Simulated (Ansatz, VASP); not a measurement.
# AlGa3N4 in VASP and in Ansatz

```
Al Ga N
1.0
     0.00000   -4.46534    0.00000
     0.00000    0.00000   -4.46534
    11.93069    0.00000    0.00000
Al Ga N
2 6 8
Direct
  0.00000 0.00000 0.60921
  0.00000 0.00000 0.23493
  0.50000 0.00000 0.04779
  0.50000 0.00000 0.42207
  0.00000 0.50000 0.04779
  0.00000 0.50000 0.42207
  0.50000 0.50000 0.60921
  0.50000 0.50000 0.23493
  0.24465 0.75535 0.14337
  0.24465 0.75535 0.51764
  0.75535 0.24465 0.14337
  0.75535 0.24465 0.51764
  0.24465 0.24465 0.70077
  0.24465 0.24465 0.32650
  0.75535 0.75535 0.70077
  0.75535 0.75535 0.32650
```

Alike in both runs: task single point; functional r2SCAN; k mesh 5 × 5 × 3; occupations gaussian, width 0.05 eV; no spin polarisation.

```csv
,VASP,Ansatz
version,VASP 6.6.1,Ansatz 0.2.0
potentials or method,"VASP PAW PBE potentials, release 64 (Al, Ga_d, N), cutoff 520 eV","scalar-relativistic, plane waves, PAW"
valence electrons in the cell,124,124
```

|  | VASP | Ansatz | Ansatz less VASP |
| --- | --- | --- | --- |
| gap on the k mesh at the Fermi level (eV) | 0.04 | 0.03 | -0.001 |
| least direct gap on the mesh (eV) | 0.04 | 0.03 | -0.001 |
| pressure (GPa) | -0.9 | -1.3 | -0.40 |
| traceless stress, the component that is largest in VASP (GPa) | 2.07 | 1.88 | -0.188 |
| rms of the force components (eV/Å) | 0.579 | 0.574 | -0.0044 |

VASP's potentials were made for PBE, not for r2SCAN. Atom by atom the forces differ by 0.038 eV/Å (rms over components). The functional is the same, so the differences come from potentials, cutoffs and numerics.
